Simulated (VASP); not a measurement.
## Ir: single point with PBEsol

Ir:

```xyz
1
Lattice="-0.0192 1.9151 1.9151 1.9151 -0.0192 1.9151 1.8960 1.8960 0.0000" Properties=species:S:1:pos:R:3 pbc="T T T"
Ir    0.0000    0.0000    0.0000
```

This cell differs from its parent crystal: strain -0.0200 x Voigt [0, 0, 0, 0, 0, 1].

| Quantity | Value |
| --- | --- |
| Program | VASP 6.6.1 |
| Task | single point |
| Functional | PBEsol |
| Potentials or basis | VASP PAW PBE potentials, release 64 (Ir) |
| Cutoff | 520 eV |
| k mesh | 26 × 26 × 26 |
| Occupations | gaussian, width 0.15 eV |
| Spin | no spin polarisation |

```
Pressure               : 1.1 GPa
Band gap on the k mesh : zero (an odd number of electrons rules out a gap without spin polarisation)
```

Stress tensor (GPa, compression positive):
```
1.22 5.76 0.00
5.76 1.22 0.00
0.00 0.00 0.90
```

Levels at points of the mesh, in eV from the Fermi level:
```csv
k point,band 2,band 3,band 4,band 5,band 6,band 7
"(0.00, 0.00, 0.00)",-4.08,-3.94,-3.77,-1.18,-1.17,14.32
"(0.50, 0.00, 0.00)",-4.14,-3.87,-0.92,0.82,0.99,7.17
"(0.50, 0.50, 0.00)",-7.43,0.92,1.51,1.52,1.66,10.58
"(0.00, 0.00, 0.50)",-4.18,-3.92,-0.72,0.88,1.05,7.48
"(0.50, 0.00, 0.50)",-7.43,0.89,1.51,1.53,1.67,10.59
```

It took 6.4 min on 1 thread of Intel Xeon 8259CL, on a shared host, peak memory 0.46 GiB.

Caveat: the cell differs from its parent crystal (strain -0.0200 x Voigt [0, 0, 0, 0, 0, 1]); the PAW data sets were made with another functional, which shifts forces and pressure a little; spin-orbit coupling is left out, which moves the levels of the heavy elements.
